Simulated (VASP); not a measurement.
# Be2C (Fm-3m) in VASP: notebook

The runs below take Be2C through single point, with r2SCAN, HSE06.

Program: VASP 6.6.1. These are calculated values, not measurements. Logs are shortened: lines on timing, memory, paths and dates and some standing lists are left out, and cuts for length are marked.

## 1. The cell of the first run

Symmetry: Fm-3m, No. 225, cubic system. The conventional cell has a = 4.321 Å, b = 4.321 Å, c = 4.321 Å, α = 90.00°, β = 90.00°, γ = 90.00°. Within 2.5 Å of C (site symmetry m-3m) lie 8 Be at 1.87 Å. Within 2.5 Å of Be (site symmetry -43m) lie 4 C at 1.87 Å and 6 Be at 2.16 Å.

## 2. Single point, r2SCAN

The input, POSCAR:

```
Be2C
1.0
    0.0000000000      2.1604856385      2.1604856385
    2.1604856385      0.0000000000      2.1604856385
    2.1604856385      2.1604856385      0.0000000000
C Be
1 2
Direct
    0.0000000000      0.0000000000      0.0000000000
    0.2500000000      0.2500000000      0.2500000000
    0.7500000000      0.7500000000      0.7500000000
```

The input, INCAR.step1:

```
ALGO = Normal
EDIFF = 1E-5
ENCUT = 660
GGA = PE
GGA_COMPAT = F
ISMEAR = 0
LASPH = T
LCHARG = F
LREAL = F
LWAVE = T
NBANDS = 11
NELM = 120
PREC = Accurate
SIGMA = 0.01
```

The input, INCAR.step2:

```
ALGO = Normal
EDIFF = 1E-6
ENCUT = 660
GGA_COMPAT = F
ISIF = 2
ISMEAR = 0
ISTART = 1
LASPH = T
LCHARG = F
LMIXTAU = T
LREAL = F
LWAVE = F
METAGGA = R2SCAN
NBANDS = 11
NELM = 120
PREC = Accurate
SIGMA = 0.01
```

The input, KPOINTS:

```
k-points
0
Gamma
  8 8 8
```

Potentials or basis: VASP PAW PBE potentials, release 64 (C, Be).

Run with:

```console
$ cat potpaw_PBE.64/C/POTCAR potpaw_PBE.64/Be/POTCAR > POTCAR
$ cp INCAR.step1 INCAR
$ mpirun -np 1 vasp_std > vasp.out
$ cp INCAR.step2 INCAR
$ mpirun -np 1 vasp_std > vasp.out
```

OUTCAR:

```text
EDIFF = 1E-6
   ENCUT = 660
   ISIF = 2
   ISMEAR = 0
   ISTART = 1
   LASPH = T
   LREAL = F
   METAGGA = R2SCAN
   NELM = 120
   PREC = Accurate

 ion  position               nearest neighbor table
   1  0.000  0.000  0.000-   3 1.87   3 1.87   3 1.87   2 1.87   3 1.87   2 1.87   2 1.87   2 1.87

   2  0.250  0.250  0.250-   1 1.87   1 1.87   1 1.87   1 1.87   3 2.16   3 2.16   3 2.16   3 2.16
                             3 2.16   3 2.16
   3  0.750  0.750  0.750-   1 1.87   1 1.87   1 1.87   1 1.87   2 2.16   2 2.16   2 2.16   2 2.16
                             2 2.16   2 2.16

  LATTYP: Found a face centered cubic cell.
 ALAT       =     4.3209712770

  Lattice vectors:

 A1 = (   0.0000000000,   2.1604856385,   2.1604856385)
 A2 = (   2.1604856385,   0.0000000000,   2.1604856385)
 A3 = (   2.1604856385,   2.1604856385,   0.0000000000)

Analysis of symmetry for initial positions (statically):
=====================================================================
 Subroutine PRICEL returns:
 Original cell was already a primitive cell.

 Routine SETGRP: Setting up the symmetry group for a
 face centered cubic supercell.

 Subroutine GETGRP returns: Found 48 space group operations
 (whereof 48 operations were pure point group operations)
 out of a pool of 48 trial point group operations.

The static configuration has the point symmetry O_h .

Analysis of symmetry for dynamics (positions and initial velocities):
=====================================================================
 Subroutine PRICEL returns:
 Original cell was already a primitive cell.

 Routine SETGRP: Setting up the symmetry group for a
 face centered cubic supercell.

 Subroutine GETGRP returns: Found 48 space group operations
 (whereof 48 operations were pure point group operations)
 out of a pool of 48 trial point group operations.

The dynamic configuration has the point symmetry O_h .

 Subroutine INISYM returns: Found 48 space group operations
 (whereof 48 operations are pure point group operations),
 and found     1 'primitive' translations

----------------------------------------------------------------------------------------

                                     Primitive cell

  volume of cell :      20.1690

  direct lattice vectors                    reciprocal lattice vectors
     0.000000000  2.160485638  2.160485638    -0.231429449  0.231429449  0.231429449
     2.160485638  0.000000000  2.160485638     0.231429449 -0.231429449  0.231429449
     2.160485638  2.160485638  0.000000000     0.231429449  0.231429449 -0.231429449

  length of vectors
     3.055388091  3.055388091  3.055388091     0.400847563  0.400847563  0.400847563

  position of ions in fractional coordinates (direct lattice)
     0.000000000  0.000000000  0.000000000
     0.250000000  0.250000000  0.250000000
     0.750000000  0.750000000  0.750000000

  ion indices of the primitive-cell ions
   primitive index   ion index
                 1           1
                 2           2
                 3           3

----------------------------------------------------------------------------------------

 KPOINTS: k-points

Automatic generation of k-mesh.
 Grid dimensions read from file:
 generate k-points for:    8    8    8

 Generating k-lattice:

  Cartesian coordinates                     Fractional coordinates (reciprocal lattice)
    -0.028928681  0.028928681  0.028928681     0.125000000  0.000000000  0.000000000
     0.028928681 -0.028928681  0.028928681     0.000000000  0.125000000  0.000000000
     0.028928681  0.028928681 -0.028928681     0.000000000  0.000000000  0.125000000

  Length of vectors
     0.050105945  0.050105945  0.050105945

  Shift w.r.t. Gamma in fractional coordinates (k-lattice)
     0.000000000  0.000000000  0.000000000

 Subroutine IBZKPT returns following result:
 ===========================================

 Found     29 irreducible k-points:

 Following reciprocal coordinates:
            Coordinates               Weight
  0.000000  0.000000  0.000000      1.000000
  0.125000  0.000000  0.000000      8.000000
  0.250000  0.000000  0.000000      8.000000
  0.375000  0.000000  0.000000      8.000000
  0.500000  0.000000  0.000000      4.000000
  0.125000  0.125000  0.000000      6.000000
[... 16 lines left out ...]
  0.500000  0.250000  0.125000     48.000000
 -0.375000  0.250000  0.125000     24.000000
 [... further k-points ...]
   k-points           NKPTS =     29   k-points in BZ     NKDIM =     29   number of bands    NBANDS=     11
   number of dos      NEDOS =    301   number of ions     NIONS =      3
   total plane-waves  NPLWV =  21952
   dimension x,y,z NGX =    28 NGY =   28 NGZ =   28
   dimension x,y,z NGXF=    56 NGYF=   56 NGZF=   56
   ions per type =               1   2
   NGX,Y,Z   is equivalent  to a cutoff of  15.24, 15.24, 15.24 a.u.
   NGXF,Y,Z  is equivalent  to a cutoff of  30.47, 30.47, 30.47 a.u.
 SYSTEM =  unknown system
   PREC   = accura    normal or accurate (medium, high low for compatibility)
   ISTART =      1    job   : 0-new  1-cont  2-samecut
   ICHARG =      0    charge: 1-file 2-atom 10-const
   ISPIN  =      1    spin polarized calculation?
   LNONCOLLINEAR =      F non collinear calculations
   LSORBIT =      F    spin-orbit coupling
   LASPH  =      T    aspherical Exc in radial PAW
   ENCUT  =  660.0 eV  48.51 Ry    6.96 a.u.   6.40  6.40  6.40*2*pi/ulx,y,z
   NELM   =    120;   NELMIN=  2; NELMDL=  0     # of ELM steps
   EDIFF  = 0.1E-05   stopping-criterion for ELM
   LREAL  =      F    real-space projection
   EDIFFG = 0.1E-04   stopping-criterion for IOM
   NSW    =      0    number of steps for IOM
   IBRION =     -1    ionic relax: 0-MD 1-quasi-New 2-CG
   NFREE  =      0    steps in history (QN), initial steepest desc. (CG)
   ISIF   =      2    stress and relaxation
   ISYM   =      2    0-nonsym 1-usesym 2-fastsym
   POTIM  = 0.5000    time-step for ionic-motion
   TEBEG  =    0.0;   TEEND  =   0.0 temperature during run
   PSTRESS=    0.0 pullay stress
   NELECT =       8.0000    total number of electrons
   NUPDOWN=      -1.0000    fix difference up-down
   EMIN   =  10.00;   EMAX   =-10.00  energy-range for DOS
   EFERMI =   0.00;   METHOD = LEGACY
   ISMEAR =     0;   SIGMA  =   0.01  broadening in eV -4-tet -1-fermi 0-gaus
   EFERMI_NEDOS =   21; number of points for ismear=-14 and -15
   IALGO  =     38    algorithm
   IMIX   =      4    mixing-type and parameters
     AMIX     =   0.40;   BMIX     =  1.00
     AMIX_MAG =   1.60;   BMIX_MAG =  1.00
  volume/ion in A,a.u.               =       6.72        45.37
  Fermi-wavevector in a.u.,A,eV,Ry     =   1.202846  2.273050 19.685440  1.446839
  Thomas-Fermi vector in A             =   2.338616
   LORBIT       =      0    0 simple, 1 ext, 2 COOP (PROOUT), +10 PAW based schemes
   METAGGA = R2SCAN    functional components
   LHFCALC =     F    Hartree Fock is set to
   AEXX    =    0.0000 exact exchange contribution
   IVDW    =     0    specifies the selected vdW correction
   LEPSILON=     F    determine dielectric tensor
   LRPA    =     F    only Hartree local field effects (RPA)
 non-spin polarized calculation
 Gauss-broadening in eV      SIGMA  =   0.01
  energy-cutoff  :      660.00
  volume of cell :       20.17
 maximum number of plane-waves:       791
 NGX is ok and might be reduce to    28
   NGX = 13   NGY = 13   NGZ = 13

 number of electron       8.0000000 magnetization

 Free energy of the ion-electron system (eV)
  ---------------------------------------------------
  ext. energy  EPLUGINS =         0.00000000
  ---------------------------------------------------
  free energy    TOTEN  =       -19.47549389 eV

  energy without entropy =      -19.47549389  energy(sigma->0) =      -19.47549389

 E-fermi :   7.8309     XC(G=0): -12.0467

 val. band max:        7.7698886802   @ k =   0.0000   0.0000   0.0000
 cond. band min:       9.2961842800   @ k =   0.5000   0.5000   0.0000
 fundamental gap:      1.5262955999
 Fermi energy:         7.8308914617

 k-point     1 :       0.0000    0.0000    0.0000
  band No.  band energies     occupation
      1      -8.2091      2.00000
      2       7.7699      2.00000
      3       7.7699      2.00000
      4       7.7699      2.00000
      5      12.3981      0.00000
      6      12.3981      0.00000
      7      12.3981      0.00000
      8      15.2338      0.00000
      9      22.1968      0.00000
     10      22.1968      0.00000
     11      22.1968      0.00000

 k-point     2 :       0.1250    0.0000    0.0000
  band No.  band energies     occupation
      1      -7.9464      2.00000
      2       5.8182      2.00000
      3       7.3158      2.00000
      4       7.3158      2.00000
      5      13.0720      0.00000
      6      13.0720      0.00000
      7      13.5395      0.00000
      8      15.8872      0.00000
      9      20.5144      0.00000
     10      20.5144      0.00000
     11      22.7807      0.00000

 k-point     3 :       0.2500    0.0000    0.0000
  band No.  band energies     occupation
      1      -7.1792      2.00000
      2       2.7165      2.00000
      3       6.5624      2.00000
      4       6.5624      2.00000
      5      13.8294      0.00000
      6      13.8294      0.00000
      7      14.5352      0.00000
      8      17.3025      0.00000
      9      19.9330      0.00000
     10      19.9330      0.00000
     11      24.3012      0.00000

 k-point     4 :       0.3750    0.0000    0.0000
  band No.  band energies     occupation
      1      -6.0340      2.00000
      2      -0.0021      2.00000
      3       6.0380      2.00000
      4       6.0380      2.00000
      5      13.5684      0.00000
      6      13.5684      0.00000
      7      15.1494      0.00000
      8      18.2696      0.00000
      9      21.7925      0.00000
     10      21.7925      0.00000
     11      25.7117      0.00000

 k-point     5 :       0.5000    0.0000    0.0000
  band No.  band energies     occupation
      1      -5.2398      2.00000
      2      -1.3396      2.00000
      3       5.8596      2.00000
      4       5.8596      2.00000
      5      13.3144      0.00000
      6      13.3144      0.00000
      7      15.3907      0.00000
      8      18.6012      0.00000
      9      23.5349      0.00000
     10      23.5349      0.00000
     11      26.3510      0.00000
[... 211 lines left out ...]
 k-point    21 :       0.5000    0.5000    0.0000
  band No.  band energies     occupation
      1      -4.4207      2.00000
      2       0.6200      2.00000
      3       2.8380      2.00000
      4       2.8380      2.00000
      5       9.2962      0.00000
      6      13.9805      0.00000
      7      22.2265      0.00000
      8      22.2265      0.00000
      9      24.4332      0.00000
     10      25.3314      0.00000
     11      25.3314      0.00000

 k-point    22 :       0.3750    0.2500    0.1250
  band No.  band energies     occupation
      1      -6.5295      2.00000
      2       2.5626      2.00000
      3       3.9188      2.00000
      4       5.7501      2.00000
      5      13.8241      0.00000
      6      14.2381      0.00000
      7      15.5184      0.00000
      8      17.3838      0.00000
      9      19.9043      0.00000
     10      24.4574      0.00000
     11      25.8451      0.00000

 k-point    23 :       0.5000    0.2500    0.1250
  band No.  band energies     occupation
      1      -5.4624      2.00000
      2       0.5180      2.00000
      3       3.3843      2.00000
      4       4.8057      2.00000
      5      13.5329      0.00000
      6      15.1974      0.00000
      7      16.6332      0.00000
      8      18.4217      0.00000
      9      21.0471      0.00000
     10      23.8782      0.00000
     11      26.5288      0.00000

 k-point    24 :      -0.3750    0.2500    0.1250
  band No.  band energies     occupation
      1      -4.7619      2.00000
      2      -0.6166      2.00000
      3       3.4460      2.00000
      4       4.2484      2.00000
      5      13.4734      0.00000
      6      14.9714      0.00000
      7      18.3963      0.00000
      8      19.3243      0.00000
      9      20.8534      0.00000
     10      22.6767      0.00000
     11      26.6989      0.00000

 [... further k-points ...]

------------------------ aborting loop because EDIFF is reached ----------------------------------------

  FORCE on cell =-STRESS in cart. coord.  units (eV):
  Direction    XX          YY          ZZ          XY          YZ          ZX
  --------------------------------------------------------------------------------------
  -------------------------------------------------------------------------------------
  Total        0.0983178      0.0983178      0.0983178      0.0000000      0.0000000      0.0000000
  in kB        7.8101380      7.8101380      7.8101380      0.0000000      0.0000000      0.0000000
  external PRESSURE =       7.8101380 kB  Pullay stress =       0.0000000 kB

 VOLUME and BASIS-vectors are now :
 -----------------------------------------------------------------------------
  energy-cutoff  :      660.00
  volume of cell :       20.17
      direct lattice vectors                 reciprocal lattice vectors
     0.000000000  2.160485638  2.160485638    -0.231429449  0.231429449  0.231429449
     2.160485638  0.000000000  2.160485638     0.231429449 -0.231429449  0.231429449
     2.160485638  2.160485638  0.000000000     0.231429449  0.231429449 -0.231429449

 POSITION                                       TOTAL-FORCE (eV/Angst)
 -----------------------------------------------------------------------------------
      0.00000      0.00000      0.00000         0.000000      0.000000      0.000000
      1.08024      1.08024      1.08024         0.000000      0.000000      0.000000
      3.24073      3.24073      3.24073        -0.000000     -0.000000     -0.000000
 -----------------------------------------------------------------------------------
    total drift:                               -0.000000     -0.000000      0.000000

  FREE ENERGIE OF THE ION-ELECTRON SYSTEM (eV)
  ---------------------------------------------------
  free  energy   TOTEN  =       -19.4754938938 eV

  energy  without entropy=      -19.4754938938  energy(sigma->0) =      -19.47549389
```

It took 33 s on 1 thread of Intel Xeon Platinum 8375C at 2.90GHz (Ice Lake), shared host; peak memory 0.16 GiB.

Results:

```yaml
Free_energy: -19.4755 eV
Pressure: 0.8 GPa
Band_gap_on_the_k_mesh: 1.53 eV (least direct gap 4.63 eV)
```

Caveat: the PAW data sets were made with another functional, which shifts forces and pressure a little. A k mesh can miss the band edges.

(Part 1 of 2 ends here.)
